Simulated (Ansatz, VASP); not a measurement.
# TiAl3: VASP beside Ansatz

POSCAR

```
TiAl3
1.0
   -1.9111067713      1.9111067713      4.2806687947
    1.9111067713     -1.9111067713      4.2806687947
    1.9111067713      1.9111067713     -4.2806687947
Ti Al
1 3
Direct
    0.0000000000      0.0000000000      0.0000000000
    0.2500000000      0.7500000000      0.5000000000
    0.7500000000      0.2500000000      0.5000000000
    0.5000000000      0.5000000000      0.0000000000
```

File INCAR.step1:

```
SYSTEM = TiAl3
ALGO = Normal
EDIFF = 1E-5
ENCUT = 520
GGA = PE
ISIF = 2
ISMEAR = -1
LASPH = .True.
LCHARG = .False.
LREAL = .False.
LWAVE = .True.
NBANDS = 18
NELM = 80
PREC = Accurate
SIGMA = 0.05
```

Contents of INCAR.step2:

```
SYSTEM = TiAl3
AEXX = 0.25
ALGO = Normal
EDIFF = 1E-6
ENCUT = 520
GGA = PS
ISIF = 2
ISMEAR = -1
ISTART = 1
LASPH = .True.
LCHARG = .False.
LHFCALC = .True.
LREAL = .False.
LWAVE = .False.
NBANDS = 18
NELM = 80
PREC = Accurate
PRECFOCK = Normal
SIGMA = 0.05
```

KPOINTS

```
k-points
0
Gamma
  5 5 5
  0 0 0
```

The input input:

```
crystal:
  lattice:
    - [-1.9111067713, 1.9111067713, 4.2806687947]
    - [1.9111067713, -1.9111067713, 4.2806687947]
    - [1.9111067713, 1.9111067713, -4.2806687947]
  atoms:
    - { symbol: Ti, position: [0.0, 0.0, 0.0] }
    - { symbol: Al, position: [0.25, 0.75, 0.5] }
    - { symbol: Al, position: [0.75, 0.25, 0.5] }
    - { symbol: Al, position: [0.5, 0.5, 0.0] }
hamiltonian:
  xc: { exchange: pbesol, correlation: pbesol, exx: { coeff: 0.25 } }
  pseudopotentials: { kind: paw }
kpoints:
  mp_grid: { grid: [5, 5, 5] }
scf:
  occupations: { method: fermi_dirac, width: 0.05 }
output:
  forces: true
  stress: true
  eigenvalues: true
```

Alike in both runs: task single point; functional PBEsol-based global hybrid with a share of 0.25 of exact exchange; k mesh 5 × 5 × 5; occupations fermi-dirac, width 0.05 eV; no spin polarisation.

```csv
,VASP,Ansatz
version,VASP 6.6.1,Ansatz 0.2.0
potentials or method,"VASP PAW PBE potentials, release 64 (Ti_sv, Al)",Ansatz PAW
plane-wave cutoff (eV),520,420
valence electrons in the cell,21,21
```

Ansatz gave:

| Item | Value |
| --- | --- |
| gap on the k mesh at the Fermi level (eV) | none |
| pressure (GPa) | -2.0 |
| traceless stress, the component that is largest in VASP (GPa) | 0.12 |

Q: Which values does VASP return?

A: gap on the k mesh at the Fermi level (eV): none; pressure (GPa): -2.2; traceless stress, the component that is largest in VASP (GPa): 0.11.

VASP's potentials were made for PBE, not for PBEsol-based global hybrid. A gap of «none» marks a metal or a gap that the smearing closes. With one functional, cell and mesh, what is left measures potentials, basis and numerics.

The k mesh is coarse, so the values compare programs but aren't converged.
